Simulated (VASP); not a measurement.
Ca: single point with PBE

The system is Ca.

```
Ca
1.0
     0.02261    2.80956    2.74477
     2.75250    0.03962    2.72775
     2.84984    2.88989   -0.05772
Ca
1
Direct
  0.99927 0.00324 0.99894
```

This cell differs from its parent crystal: the cell strained at random.

| Property | Result |
| --- | --- |
| Program | VASP 6.6.1 |
| Task | single point |
| Functional | PBE |
| Potentials or basis | VASP PAW PBE potentials, release 64 (Ca_sv) |
| Cutoff | 520 eV |
| k mesh | 8 × 8 × 8 |
| Occupations | fermi-dirac, width 0.05 eV |
| Spin | no spin polarisation |

```json
{
 "Pressure": "-0.5 GPa",
 "Band gap on the k mesh": "zero (bands 5 and 6 overlap by 0.56 eV)"
}
```

Stress tensor (GPa, compression positive):
```
-0.50 -0.61  0.41
-0.61 -0.61  0.26
 0.41  0.26 -0.47
```

Levels at points of the mesh, in eV from the Fermi level:
```
           k point  band 3  band 4  band 5  band 6  band 7  band 8
(0.00, 0.00, 0.00)  -22.98  -22.98   -3.93    2.13    2.36    2.45
(0.50, 0.00, 0.00)  -23.00  -23.00   -0.89   -0.09    1.99    2.40
(0.00, 0.50, 0.00)  -23.00  -23.00   -0.85   -0.04    2.03    2.32
(0.50, 0.50, 0.00)  -23.03  -23.03   -0.36    0.60    1.04    3.99
(0.00, 0.00, 0.50)  -23.00  -22.99   -1.09   -0.31    2.21    2.33
(0.50, 0.00, 0.50)  -23.02  -23.02   -0.43    0.65    0.83    3.99
(0.00, 0.50, 0.50)  -23.03  -23.02   -0.38    0.62    0.96    3.96
(0.50, 0.50, 0.50)  -23.00  -22.99   -0.94   -0.15    2.10    2.34
```

Run time: 3.3 min on 1 thread of AMD EPYC 7R13, on a shared host, peak memory 0.23 GiB.

Caveat: the cell differs from its parent crystal (the cell strained at random).
